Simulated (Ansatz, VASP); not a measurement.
# Two plane-wave programs on LiCl

```xyz
2
Lattice="3.4062 0.0000 0.0000 0.0000 3.2711 0.0000 0.0000 0.0000 3.2711" Properties=species:S:1:pos:R:3 pbc="T T T"
Li    0.0000    0.0000    0.0000
Cl    1.7031    1.6356    1.6356
```

Change from the starting cell: uniaxial_x strain +4.1%.

Alike in both runs: task single point; functional PBE; k mesh 8 × 8 × 8; occupations fermi-dirac, width 0.02 eV; no spin polarisation.

```csv
,VASP,Ansatz
version,VASP 6.6.1,Ansatz 0.2.0
potentials or method,"VASP PAW PBE potentials, release 64 (Li_sv, Cl)","plane waves, PAW"
plane-wave cutoff (eV),520,420
valence electrons in the cell,10,10
```

|  | VASP | Ansatz | Ansatz less VASP |
| --- | --- | --- | --- |
| gap on the k mesh at the Fermi level (eV) | 4.15 | 4.13 | -0.013 |

The functional is the same, so the differences come from potentials, cutoffs and numerics.

Noted on VASP's run: the cutoff is under 1.25 times that of the potentials, so the pressure is a little rough.
